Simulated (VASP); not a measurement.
# NaAu2I3 (P-3m1) in VASP: single point with PBE

Aim: the single point of NaAu2I3 with PBE.

All numbers are computed with VASP 6.6.1; they aren't measurements. Logs are shortened: lines on timing, memory, paths and dates and some standing lists are left out, and cuts for length are marked.

## Step 1: The cell of the first run

The structure is trigonal, space group P-3m1 (No. 164). Conventional cell: a = 5.486 Å, b = 5.486 Å, c = 8.808 Å, α = 90.00°, β = 90.00°, γ = 120.00°. Na (site symmetry -3m) has 6 Au at 3.89 Å and 8 I at 4.40 to 4.47 Å within 5.1 Å. Within 4.3 Å of Au (site symmetry 3m) lie 7 I at 3.29 to 3.83 Å and 3 Na at 3.89 Å. Within 4.5 Å of I (site symmetry 3m) lie 4 Au at 3.29 to 3.40 Å and 6 I at 3.41 to 4.04 Å and 3 Na at 4.47 Å. I (site symmetry -3m) has 6 I at 3.41 Å and 6 Au at 3.83 Å and 2 Na at 4.40 Å within 4.5 Å.

The cell was generated, and may not be a known phase.

## Step 2: Single point, PBE

Input file INCAR:

```
SYSTEM = NaAu2I3
PREC = Accurate
ENCUT = 520
EDIFF = 1E-7
ISMEAR = 0
SIGMA = 0.1
LREAL = .FALSE.
LASPH = .TRUE.
NELM = 100
ALGO = Normal
ISIF = 2
LWAVE = .FALSE.
LCHARG = .FALSE.
GGA = PE
NBANDS = 34
```

Input file KPOINTS:

```
Automatic mesh
0
G
  6 6 2
  0 0 0
```

Input file POSCAR:

```
NaAu2I3
1.0
    5.4859559700      0.0000000000      0.0000000000
   -2.7429779900      4.7509772400      0.0000000000
    0.0000000000      0.0000000000      8.8076915300
Na Au I
1 2 3
Direct
    0.0000000000      0.0000000000      0.0000000000
    0.6666666700      0.3333333300      0.7436280300
    0.3333333300      0.6666666700      0.2563719700
    0.6666666700      0.3333333300      0.3575947000
    0.3333333300      0.6666666700      0.6424053000
    0.0000000000      0.0000000000      0.5000000000
```

Potentials or basis: VASP PAW PBE potentials, release 64 (Na_pv, Au, I).

Command:

```bash
$ cat potpaw_PBE.64/Na_pv/POTCAR potpaw_PBE.64/Au/POTCAR potpaw_PBE.64/I/POTCAR > POTCAR
$ mpirun -np 1 vasp_std > vasp.out
```

OUTCAR:

```text
SYSTEM = NaAu2I3
   PREC = Accurate
   ENCUT = 520
   EDIFF = 1E-7
   ISMEAR = 0
   LREAL = .FALSE.
   LASPH = .TRUE.
   NELM = 100
   ISIF = 2
   GGA = PE

 ion  position               nearest neighbor table
   1  0.000  0.000  0.000-
   2  0.667  0.333  0.744-   5 3.29   5 3.29   5 3.29   4 3.40
   3  0.333  0.667  0.256-   4 3.29   4 3.29   4 3.29   5 3.40
   4  0.667  0.333  0.358-   3 3.29   3 3.29   3 3.29   2 3.40   6 3.41   6 3.41   6 3.41
   5  0.333  0.667  0.642-   2 3.29   2 3.29   2 3.29   3 3.40   6 3.41   6 3.41   6 3.41
   6  0.000  0.000  0.500-   4 3.41   5 3.41   4 3.41   5 3.41   4 3.41   5 3.41

  LATTYP: Found a hexagonal cell.
 ALAT       =     5.4859559700
 C/A-ratio  =     1.6054980350

  Lattice vectors:

 A1 = (   5.4859559700,   0.0000000000,   0.0000000000)
 A2 = (  -2.7429779900,   4.7509772400,   0.0000000000)
 A3 = (   0.0000000000,   0.0000000000,   8.8076915300)

Analysis of symmetry for initial positions (statically):
=====================================================================
 Subroutine PRICEL returns:
 Original cell was already a primitive cell.

 Routine SETGRP: Setting up the symmetry group for a
 hexagonal supercell.

 Subroutine GETGRP returns: Found 12 space group operations
 (whereof 12 operations were pure point group operations)
 out of a pool of 24 trial point group operations.

The static configuration has the point symmetry D_3d.

Analysis of symmetry for dynamics (positions and initial velocities):
=====================================================================
 Subroutine PRICEL returns:
 Original cell was already a primitive cell.

 Routine SETGRP: Setting up the symmetry group for a
 hexagonal supercell.

 Subroutine GETGRP returns: Found 12 space group operations
 (whereof 12 operations were pure point group operations)
 out of a pool of 24 trial point group operations.

The dynamic configuration has the point symmetry D_3d.

 Subroutine INISYM returns: Found 12 space group operations
 (whereof 12 operations are pure point group operations),
 and found     1 'primitive' translations

----------------------------------------------------------------------------------------

                                     Primitive cell

  volume of cell :     229.5606

  direct lattice vectors                    reciprocal lattice vectors
     5.485955970  0.000000000  0.000000000     0.182283636  0.105241506  0.000000000
    -2.742977990  4.750977240  0.000000000     0.000000000  0.210483012  0.000000000
     0.000000000  0.000000000  8.807691530     0.000000000  0.000000000  0.113537128

  length of vectors
     5.485955970  5.485955978  8.807691530     0.210483012  0.210483012  0.113537128

  position of ions in fractional coordinates (direct lattice)
     0.000000000  0.000000000  0.000000000
     0.666666670  0.333333330  0.743628030
     0.333333330  0.666666670  0.256371970
     0.666666670  0.333333330  0.357594700
     0.333333330  0.666666670  0.642405300
     0.000000000  0.000000000  0.500000000

  ion indices of the primitive-cell ions
   primitive index   ion index
                 1           1
                 2           2
                 3           3
                 4           4
                 5           5
                 6           6

----------------------------------------------------------------------------------------

 KPOINTS: Automatic mesh

Automatic generation of k-mesh.
 Grid dimensions read from file:
 generate k-points for:    6    6    2

 Generating k-lattice:

  Cartesian coordinates                     Fractional coordinates (reciprocal lattice)
     0.030380606  0.017540251  0.000000000     0.166666667  0.000000000  0.000000000
     0.000000000  0.035080502  0.000000000     0.000000000  0.166666667  0.000000000
     0.000000000  0.000000000  0.056768564     0.000000000  0.000000000  0.500000000

  Length of vectors
     0.035080502  0.035080502  0.056768564

  Shift w.r.t. Gamma in fractional coordinates (k-lattice)
     0.000000000  0.000000000  0.000000000

 Subroutine IBZKPT returns following result:
 ===========================================

 Found     14 irreducible k-points:

 Following reciprocal coordinates:
            Coordinates               Weight
  0.000000  0.000000  0.000000      1.000000
  0.166667  0.000000  0.000000      6.000000
  0.333333  0.000000  0.000000      6.000000
  0.500000  0.000000  0.000000      3.000000
  0.166667  0.166667  0.000000      6.000000
  0.333333  0.166667  0.000000     12.000000
  0.333333  0.333333  0.000000      2.000000
  0.000000  0.000000  0.500000      1.000000
  0.166667  0.000000  0.500000      6.000000
  0.333333  0.000000  0.500000      6.000000
  0.500000  0.000000  0.500000      3.000000
  0.166667  0.166667  0.500000      6.000000
  0.333333  0.166667  0.500000     12.000000
  0.333333  0.333333  0.500000      2.000000
   k-points           NKPTS =     14   k-points in BZ     NKDIM =     14   number of bands    NBANDS=     34
   number of dos      NEDOS =    301   number of ions     NIONS =      6
   total plane-waves  NPLWV = 123480
   dimension x,y,z NGX =    42 NGY =   42 NGZ =   70
   dimension x,y,z NGXF=    84 NGYF=   84 NGZF=  140
   ions per type =               1   2   3
   NGX,Y,Z   is equivalent  to a cutoff of  12.73, 12.73, 13.21 a.u.
   NGXF,Y,Z  is equivalent  to a cutoff of  25.46, 25.46, 26.43 a.u.
 SYSTEM =  NaAu2I3
   PREC   = accura    normal or accurate (medium, high low for compatibility)
   ISTART =      0    job   : 0-new  1-cont  2-samecut
   ICHARG =      2    charge: 1-file 2-atom 10-const
   ISPIN  =      1    spin polarized calculation?
   LNONCOLLINEAR =      F non collinear calculations
   LSORBIT =      F    spin-orbit coupling
   LASPH  =      T    aspherical Exc in radial PAW
   ENCUT  =  520.0 eV  38.22 Ry    6.18 a.u.  10.20 10.20 16.38*2*pi/ulx,y,z
   NELM   =    100;   NELMIN=  2; NELMDL= -5     # of ELM steps
   EDIFF  = 0.1E-06   stopping-criterion for ELM
   LREAL  =      F    real-space projection
   EDIFFG = 0.1E-05   stopping-criterion for IOM
   NSW    =      0    number of steps for IOM
   IBRION =     -1    ionic relax: 0-MD 1-quasi-New 2-CG
   NFREE  =      0    steps in history (QN), initial steepest desc. (CG)
   ISIF   =      2    stress and relaxation
   ISYM   =      2    0-nonsym 1-usesym 2-fastsym
   POTIM  = 0.5000    time-step for ionic-motion
   TEBEG  =    0.0;   TEEND  =   0.0 temperature during run
   PSTRESS=    0.0 pullay stress
   NELECT =      50.0000    total number of electrons
   NUPDOWN=      -1.0000    fix difference up-down
   EMIN   =  10.00;   EMAX   =-10.00  energy-range for DOS
   EFERMI =   0.00;   METHOD = LEGACY
   ISMEAR =     0;   SIGMA  =   0.10  broadening in eV -4-tet -1-fermi 0-gaus
   EFERMI_NEDOS =   21; number of points for ismear=-14 and -15
   IALGO  =     38    algorithm
   IMIX   =      4    mixing-type and parameters
     AMIX     =   0.40;   BMIX     =  1.00
     AMIX_MAG =   1.60;   BMIX_MAG =  1.00
  volume/ion in A,a.u.               =      38.26       258.19
  Fermi-wavevector in a.u.,A,eV,Ry     =   0.984991  1.861364 13.200478  0.970208
  Thomas-Fermi vector in A             =   2.116265
   LORBIT       =      0    0 simple, 1 ext, 2 COOP (PROOUT), +10 PAW based schemes
   GGA     = PE    functional components
   LHFCALC =     F    Hartree Fock is set to
   AEXX    =    0.0000 exact exchange contribution
   IVDW    =     0    specifies the selected vdW correction
   LEPSILON=     F    determine dielectric tensor
   LRPA    =     F    only Hartree local field effects (RPA)
 non-spin polarized calculation
 Gauss-broadening in eV      SIGMA  =   0.10
  energy-cutoff  :      520.00
  volume of cell :      229.56
 maximum number of plane-waves:      6204
 NGX is ok and might be reduce to    42
   NGX = 21   NGY = 21   NGZ = 33

 number of electron      50.0000004 magnetization

 Free energy of the ion-electron system (eV)
  ---------------------------------------------------
  ext. energy  EPLUGINS =         0.00000000
  ---------------------------------------------------
  free energy    TOTEN  =       -10.10332274 eV

  energy without entropy =      -10.08330625  energy(sigma->0) =      -10.09331449

 E-fermi :   2.6110     XC(G=0):  -7.9307

 val. band max:        2.5386304042   @ k =   0.3333   0.0000   0.0000
 cond. band min:       2.6221500085   @ k =   0.1667   0.0000   0.5000
 fundamental gap:      0.0835196043
 Fermi energy:         2.6110175494

 k-point     1 :       0.0000    0.0000    0.0000
  band No.  band energies     occupation
      1     -22.7810      2.00000
      2     -22.7810      2.00000
      3     -22.7702      2.00000
      4     -10.9243      2.00000
      5      -9.9236      2.00000
      6      -8.8030      2.00000
[... 26 lines left out ...]
     33       7.7198      0.00000
     34       8.4770      0.00000

 k-point     2 :       0.1667    0.0000    0.0000
  band No.  band energies     occupation
      1     -22.7810      2.00000
      2     -22.7810      2.00000
      3     -22.7702      2.00000
      4     -10.8227      2.00000
      5      -9.9355      2.00000
      6      -8.9368      2.00000
[... 26 lines left out ...]
     33       7.5821      0.00000
     34       8.8941      0.00000

 k-point     3 :       0.3333    0.0000    0.0000
  band No.  band energies     occupation
      1     -22.7811      2.00000
      2     -22.7810      2.00000
      3     -22.7702      2.00000
      4     -10.5450      2.00000
      5      -9.9936      2.00000
      6      -9.2432      2.00000
[... 26 lines left out ...]
     33       7.6482      0.00000
     34       8.7172      0.00000
[... 334 lines left out ...]
 k-point    13 :       0.3333    0.1667    0.5000
  band No.  band energies     occupation
      1     -22.7811      2.00000
      2     -22.7811      2.00000
      3     -22.7702      2.00000
      4     -10.3150      2.00000
      5     -10.0526      2.00000
      6      -9.4586      2.00000
[... 26 lines left out ...]
     33       7.9658      0.00000
     34       9.2694      0.00000

 k-point    14 :       0.3333    0.3333    0.5000
  band No.  band energies     occupation
      1     -22.7811      2.00000
      2     -22.7811      2.00000
      3     -22.7702      2.00000
      4     -10.1041      2.00000
      5     -10.1041      2.00000
      6      -9.6413      2.00000
[... 26 lines left out ...]
     33       7.8095      0.00000
     34       9.9252      0.00000

------------------------ aborting loop because EDIFF is reached ----------------------------------------

  FORCE on cell =-STRESS in cart. coord.  units (eV):
  Direction    XX          YY          ZZ          XY          YZ          ZX
  --------------------------------------------------------------------------------------
  -------------------------------------------------------------------------------------
  Total       -2.9417136     -2.9417136     -2.0004046      0.0000000      0.0000000      0.0000000
  in kB      -20.5311653    -20.5311654    -13.9614676      0.0000000      0.0000000      0.0000000
  external PRESSURE =     -18.3412661 kB  Pullay stress =       0.0000000 kB

 VOLUME and BASIS-vectors are now :
 -----------------------------------------------------------------------------
  energy-cutoff  :      520.00
  volume of cell :      229.56
      direct lattice vectors                 reciprocal lattice vectors
     5.485955970  0.000000000  0.000000000     0.182283636  0.105241506  0.000000000
    -2.742977990  4.750977240  0.000000000     0.000000000  0.210483012  0.000000000
     0.000000000  0.000000000  8.807691530     0.000000000  0.000000000  0.113537128

 POSITION                                       TOTAL-FORCE (eV/Angst)
 -----------------------------------------------------------------------------------
      0.00000      0.00000      0.00000        -0.000000      0.000000      0.000000
      2.74298      1.58366      6.54965         0.000000      0.000000     -0.332705
     -0.00000      3.16732      2.25805        -0.000000     -0.000000      0.332705
      2.74298      1.58366      3.14958         0.000000      0.000000     -1.377702
     -0.00000      3.16732      5.65811        -0.000000      0.000000      1.377702
      0.00000      0.00000      4.40385        -0.000000      0.000000      0.000000
 -----------------------------------------------------------------------------------
    total drift:                                0.000000     -0.000000      0.000000

  FREE ENERGIE OF THE ION-ELECTRON SYSTEM (eV)
  ---------------------------------------------------
  free  energy   TOTEN  =       -10.1033227362 eV

  energy  without entropy=      -10.0833062499  energy(sigma->0) =      -10.09331449
```

Run time: 3.4 min. Hardware: 1 thread of Intel Xeon 8259CL, shared host; peak memory 0.4 GiB.

What came out:

* Free energy: -10.1033 eV
* Pressure: -1.8 GPa
* Largest force: 1.378 eV/Å
* Band gap on the k mesh: zero (bands 25 and 26 overlap by 0.53 eV)

Forces in eV/Å, atoms in the order of the input:
```
Na   0.000  0.000  0.000
Au   0.000  0.000 -0.333
Au   0.000  0.000  0.333
I    0.000  0.000 -1.378
I    0.000  0.000  1.378
I    0.000  0.000  0.000
```

Caveat: spin-orbit coupling is left out, which moves the levels of the heavy elements; forces of over 1 eV/Å act on the atoms, so gaps and moduli don't describe the material at rest.

The gap in the log of VASP goes by the Fermi energy; the results here count the filled bands.